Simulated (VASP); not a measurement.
# ZnO (P6_3mc) in VASP: single point with r2SCAN

Aim: the single point of ZnO with r2SCAN.

Program: VASP 6.6.1. These are calculated values, not measurements. Logs are shortened: lines on timing, memory, paths and dates and some standing lists are left out, and cuts for length are marked.

**1. The cell of the first run**

It takes space group P6_3mc (No. 186, hexagonal). The conventional cell has a = 3.235 Å, b = 3.235 Å, c = 5.211 Å, α = 90.00°, β = 90.00°, γ = 120.00°. Zn (site symmetry 3m) has 4 O at 1.97 to 1.98 Å within 2.6 Å. Within 2.6 Å of O (site symmetry 3m) lie 4 Zn at 1.97 to 1.98 Å.

**2. Single point, r2SCAN**

Input file POSCAR:

```
ZnO
1.0
    3.2353408614      0.0000000000      0.0000000000
   -1.6176704307      2.8018873759      0.0000000000
    0.0000000000      0.0000000000      5.2109518227
Zn O
2 2
Direct
    0.3333333333      0.6666666667     -0.0023477534
    0.6666666667      0.3333333333      0.4976522466
    0.3333333333      0.6666666667      0.3773477534
    0.6666666667      0.3333333333      0.8773477534
```

Input file INCAR.step1:

```
SYSTEM = ZnO
PREC = Accurate
ENCUT = 910
ISMEAR = 0
SIGMA = 0.01
LREAL = .False.
LASPH = .True.
NELM = 120
NBANDS = 26
GGA = PE
ALGO = Normal
EDIFF = 1E-5
LWAVE = .True.
LCHARG = .False.
GGA_COMPAT = .False.
```

Input file INCAR.step2:

```
SYSTEM = ZnO
PREC = Accurate
ENCUT = 910
EDIFF = 1E-6
ISMEAR = 0
SIGMA = 0.01
LREAL = .False.
LASPH = .True.
NELM = 120
ALGO = Normal
ISIF = 2
LWAVE = .False.
LCHARG = .False.
METAGGA = R2SCAN
LMIXTAU = .True.
NBANDS = 26
ISTART = 1
GGA_COMPAT = .False.
```

Input file KPOINTS:

```
Automatic mesh
0
Gamma
  12 12 6
  0 0 0
```

Potentials or basis: VASP PAW PBE potentials, release 64 (Zn, O_h).

Started as:

```console
cat potpaw_PBE.64/Zn/POTCAR potpaw_PBE.64/O_h/POTCAR > POTCAR
cp INCAR.step1 INCAR
mpirun -np 1 vasp_std > vasp.out
cp INCAR.step2 INCAR
mpirun -np 1 vasp_std > vasp.out
```

OUTCAR:

```text
SYSTEM = ZnO
   PREC = Accurate
   ENCUT = 910
   EDIFF = 1E-6
   ISMEAR = 0
   LREAL = .False.
   LASPH = .True.
   NELM = 120
   ISIF = 2
   METAGGA = R2SCAN
   ISTART = 1

 ion  position               nearest neighbor table
   1  0.333  0.667  0.998-   4 1.97   4 1.97   4 1.97   3 1.98
   2  0.667  0.333  0.498-   3 1.97   3 1.97   3 1.97   4 1.98
   3  0.333  0.667  0.377-   2 1.97   2 1.97   2 1.97   1 1.98
   4  0.667  0.333  0.877-   1 1.97   1 1.97   1 1.97   2 1.98

  LATTYP: Found a hexagonal cell.
 ALAT       =     3.2353408614
 C/A-ratio  =     1.6106345655

  Lattice vectors:

 A1 = (   3.2353408614,   0.0000000000,   0.0000000000)
 A2 = (  -1.6176704307,   2.8018873759,   0.0000000000)
 A3 = (   0.0000000000,   0.0000000000,   5.2109518227)

Analysis of symmetry for initial positions (statically):
=====================================================================
 Subroutine PRICEL returns:
 Original cell was already a primitive cell.

 Routine SETGRP: Setting up the symmetry group for a
 hexagonal supercell.

 Subroutine GETGRP returns: Found 12 space group operations
 (whereof  6 operations were pure point group operations)
 out of a pool of 24 trial point group operations.

The static configuration has the point symmetry C_3v.
 The point group associated with its full space group is C_6v.

Analysis of symmetry for dynamics (positions and initial velocities):
=====================================================================
 Subroutine PRICEL returns:
 Original cell was already a primitive cell.

 Routine SETGRP: Setting up the symmetry group for a
 hexagonal supercell.

 Subroutine GETGRP returns: Found 12 space group operations
 (whereof  6 operations were pure point group operations)
 out of a pool of 24 trial point group operations.

The dynamic configuration has the point symmetry C_3v.
 The point group associated with its full space group is C_6v.

 Subroutine INISYM returns: Found 12 space group operations
 (whereof  6 operations are pure point group operations),
 and found     1 'primitive' translations

----------------------------------------------------------------------------------------

                                     Primitive cell

  volume of cell :      47.2376

  direct lattice vectors                    reciprocal lattice vectors
     3.235340861  0.000000000  0.000000000     0.309086443  0.178451141  0.000000000
    -1.617670431  2.801887376  0.000000000     0.000000000  0.356902283  0.000000000
     0.000000000  0.000000000  5.210951823     0.000000000  0.000000000  0.191903521
[... 78 lines left out ...]
 SYSTEM =  ZnO
   PREC   = accura    normal or accurate (medium, high low for compatibility)
   ISTART =      1    job   : 0-new  1-cont  2-samecut
   ICHARG =      0    charge: 1-file 2-atom 10-const
   ISPIN  =      1    spin polarized calculation?
   LNONCOLLINEAR =      F non collinear calculations
   LSORBIT =      F    spin-orbit coupling
   LASPH  =      T    aspherical Exc in radial PAW
   ENCUT  =  910.0 eV  66.88 Ry    8.18 a.u.   7.96  7.96 12.82*2*pi/ulx,y,z
   NELM   =    120;   NELMIN=  2; NELMDL=  0     # of ELM steps
   EDIFF  = 0.1E-05   stopping-criterion for ELM
   LREAL  =      F    real-space projection
[... 7 lines left out ...]
   TEBEG  =    0.0;   TEEND  =   0.0 temperature during run
   PSTRESS=    0.0 pullay stress
   NELECT =      36.0000    total number of electrons
   NUPDOWN=      -1.0000    fix difference up-down
   EMIN   =  10.00;   EMAX   =-10.00  energy-range for DOS
   EFERMI =   0.00;   METHOD = LEGACY
   ISMEAR =     0;   SIGMA  =   0.01  broadening in eV -4-tet -1-fermi 0-gaus
   EFERMI_NEDOS =   21; number of points for ismear=-14 and -15
   IALGO  =     38    algorithm
   IMIX   =      4    mixing-type and parameters
     AMIX     =   0.40;   BMIX     =  1.00
     AMIX_MAG =   1.60;   BMIX_MAG =  1.00
  volume/ion in A,a.u.               =      11.81        79.69
  Fermi-wavevector in a.u.,A,eV,Ry     =   1.495362  2.825825 30.424099  2.236108
  Thomas-Fermi vector in A             =   2.607517
   LORBIT       =      0    0 simple, 1 ext, 2 COOP (PROOUT), +10 PAW based schemes
   METAGGA = R2SCAN    functional components
   LHFCALC =     F    Hartree Fock is set to
   AEXX    =    0.0000 exact exchange contribution
   IVDW    =     0    specifies the selected vdW correction
   LEPSILON=     F    determine dielectric tensor
   LRPA    =     F    only Hartree local field effects (RPA)
 non-spin polarized calculation
 Gauss-broadening in eV      SIGMA  =   0.01
  energy-cutoff  :      910.00
  volume of cell :       47.24
 maximum number of plane-waves:      2968
 NGX is ok and might be reduce to    32
   NGX = 15   NGY = 15   NGZ = 25

 number of electron      36.0000005 magnetization

 Free energy of the ion-electron system (eV)
  ---------------------------------------------------
  ext. energy  EPLUGINS =         0.00000000
  ---------------------------------------------------
  free energy    TOTEN  =       -36.33939893 eV

  energy without entropy =      -36.33939893  energy(sigma->0) =      -36.33939893

 E-fermi :   1.3523     XC(G=0): -11.7097

 val. band max:        1.2404066988   @ k =   0.0000   0.0000   0.0000
 cond. band min:       2.4767153864   @ k =   0.0000   0.0000   0.0000
 fundamental gap:      1.2363086876
 Fermi energy:         1.3523174817

 k-point     1 :       0.0000    0.0000    0.0000
  band No.  band energies     occupation
      1     -17.9059      2.00000
      2     -17.2105      2.00000
      3      -4.6151      2.00000
      4      -4.6151      2.00000
      5      -4.5581      2.00000
      6      -4.5100      2.00000
[... 685 lines left out ...]
     25      15.5415      0.00000
     26      16.2119      0.00000

 [... further k-points ...]
[... 5 lines left out ...]
  --------------------------------------------------------------------------------------
  -------------------------------------------------------------------------------------
  Total        0.2376937      0.2376937      0.2345398      0.0000000      0.0000000     -0.0000000
  in kB        8.0619574      8.0619574      7.9549848      0.0000000      0.0000000     -0.0000000
  external PRESSURE =       8.0262999 kB  Pullay stress =       0.0000000 kB

 VOLUME and BASIS-vectors are now :
 -----------------------------------------------------------------------------
  energy-cutoff  :      910.00
  volume of cell :       47.24
      direct lattice vectors                 reciprocal lattice vectors
     3.235340861  0.000000000  0.000000000     0.309086443  0.178451141  0.000000000
    -1.617670431  2.801887376  0.000000000     0.000000000  0.356902283  0.000000000
     0.000000000  0.000000000  5.210951823     0.000000000  0.000000000  0.191903521

 POSITION                                       TOTAL-FORCE (eV/Angst)
 -----------------------------------------------------------------------------------
     -0.00000      1.86792      5.19872        -0.000000      0.000000     -0.000338
      1.61767      0.93396      2.59324         0.000000      0.000000     -0.000338
     -0.00000      1.86792      1.96634        -0.000000      0.000000      0.000338
      1.61767      0.93396      4.57182         0.000000     -0.000000      0.000338
 -----------------------------------------------------------------------------------
    total drift:                               -0.000000      0.000000     -0.002325

  FREE ENERGIE OF THE ION-ELECTRON SYSTEM (eV)
  ---------------------------------------------------
  free  energy   TOTEN  =       -36.3393989313 eV

  energy  without entropy=      -36.3393989313  energy(sigma->0) =      -36.33939893
```

OSZICAR.step1:

```text
N       E                     dE             d eps       ncg     rms          rms(c)
DAV:   1     0.390549811327E+03    0.39055E+03   -0.25133E+04  4016   0.293E+03
DAV:   2     0.455964571669E+02   -0.34495E+03   -0.32411E+03  4160   0.550E+02
DAV:   3    -0.179225689119E+02   -0.63519E+02   -0.61386E+02  4678   0.190E+02
DAV:   4    -0.210084304589E+02   -0.30859E+01   -0.30629E+01  4324   0.465E+01
DAV:   5    -0.210364119333E+02   -0.27981E-01   -0.27960E-01  4438   0.451E+00    0.151E+01
DAV:   6    -0.176363331667E+02    0.34001E+01   -0.61150E+00  6602   0.605E+01    0.907E+00
DAV:   7    -0.178666660689E+02   -0.23033E+00   -0.30771E+00  4600   0.166E+01    0.554E+00
DAV:   8    -0.178663446530E+02    0.32142E-03   -0.52766E-01  5338   0.701E+00    0.183E+00
DAV:   9    -0.178200763650E+02    0.46268E-01   -0.91956E-02  5660   0.570E+00    0.441E-01
DAV:  10    -0.178217301343E+02   -0.16538E-02   -0.42226E-02  4028   0.168E+00    0.123E-01
DAV:  11    -0.178219420207E+02   -0.21189E-03   -0.17319E-03  4684   0.875E-01    0.456E-02
DAV:  12    -0.178219031159E+02    0.38905E-04   -0.37234E-04  4792   0.585E-01    0.115E-02
DAV:  13    -0.178219194138E+02   -0.16298E-04   -0.48889E-05  4158   0.590E-02    0.227E-02
DAV:  14    -0.178219142001E+02    0.52137E-05   -0.11383E-05  3056   0.338E-02
   1 F= -.17821914E+02 E0= -.17821914E+02  d E =-.108815E-25
```

Run time: 9.9 min. Hardware: 1 thread of Intel Xeon Platinum 8259CL at 2.50GHz (Skylake/Cascade Lake), shared host; peak memory 0.36 GiB.

Results:

```
Free energy            : -36.3394 eV
Pressure               : 0.8 GPa
Band gap on the k mesh : 1.24 eV
```

Caveat: the PAW data sets were made with another functional, which shifts forces and pressure a little.
